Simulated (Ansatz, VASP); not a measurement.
# PbSe in VASP and in Ansatz

INCAR

```
SYSTEM = PbSe
PREC     = Accurate       ! precision mode
ENCUT    = 500            ! plane-wave cutoff, eV
EDIFF    = 1E-6           ! SCF threshold, eV
ISMEAR   = -1             ! smearing method
SIGMA    = 0.1            ! smearing width, eV
LREAL    = .False.        ! projectors in reciprocal space
LASPH    = .True.         ! aspherical terms in the spheres
NELM     = 120            ! most SCF steps
ALGO     = Normal         ! electronic algorithm
ISIF     = 2              ! what is computed and relaxed
LWAVE    = .False.        ! write WAVECAR
LCHARG   = .False.        ! write CHGCAR
GGA      = CA             ! functional
NBANDS   = 17             ! bands
GGA_COMPAT= .False.
```

Contents of KPOINTS:

```
regular mesh
0
Gamma
  6 6 6
  0 0 0
```

POSCAR

```
PbSe
1.0
    3.7843220000      0.0000000000      0.0000000000
    0.0000000000      3.7843220000      0.0000000000
    0.0000000000      0.0000000000      3.7843220000
Pb Se
1 1
Direct
    0.0000000000      0.0000000000      0.0000000000
    0.5000000000      0.5000000000      0.5000000000
```

Input for Ansatz:

```yaml
crystal:
  lattice:
    - [3.784322, 0.0, 0.0]
    - [0.0, 3.784322, 0.0]
    - [0.0, 0.0, 3.784322]
  atoms:
    - { symbol: Pb, position: [0.0, 0.0, 0.0] }
    - { symbol: Se, position: [0.5, 0.5, 0.5] }
basis:
  ecutwfc: 525.0
kpoints:
  mp_grid:
    grid: [6, 6, 6]
hamiltonian:
  xc: lda
scf:
  convergence:
    dr2_threshold: 1.0e-10
  occupations:
    method: fermi_dirac
    width: 0.1
output:
  stress: true
```

Alike in both runs: task single point; functional LDA; k mesh 6 × 6 × 6; occupations fermi-dirac, width 0.1 eV; no spin polarisation.

```csv
,VASP,Ansatz
version,VASP 6.6.1,Ansatz 0.2.0
potentials or method,"VASP PAW LDA potentials, release 64 (Pb_d, Se), cutoff 500 eV","plane waves, PAW"
valence electrons in the cell,20,30
```

|  | VASP | Ansatz | Ansatz less VASP |
| --- | --- | --- | --- |
| pressure (GPa) | -4.7 | -4.7 | -0.06 |

LDA's correlation is that of Perdew and Zunger in VASP and of Perdew and Wang (1992) in Ansatz. VASP's potentials hold 20 valence electrons a cell and Ansatz's 30, so a difference there can come from the potentials and not from the codes.

Spin-orbit coupling is off throughout.
